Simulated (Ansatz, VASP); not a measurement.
## Ta: VASP beside Ansatz

```
Ta
1.0
    -1.66763    1.66763    1.66763
     1.66763   -1.66763    1.66763
     1.66763    1.66763   -1.66763
Ta
1
Direct
  0.00000 0.00000 0.00000
```

Change from the starting cell: volume scaled by 1.03.

Alike in both runs: task single point; functional PBE; k mesh 17 × 17 × 17; occupations fermi-dirac, width 0.08 eV; no spin polarisation.

|  | VASP | Ansatz |
| --- | --- | --- |
| version | VASP 6.6.1 | Ansatz 0.2.0 |
| potentials or method | VASP PAW PBE potentials, release 64 (Ta_pv), cutoff 520 eV | all-electron LAPW, scalar-relativistic |

```tsv
	VASP	Ansatz	Ansatz less VASP
pressure (GPa)	-2.6	-2.7	-0.09
```

Ansatz ran all-electron here, and VASP with PAW potentials.

Neither program's run includes spin-orbit coupling.
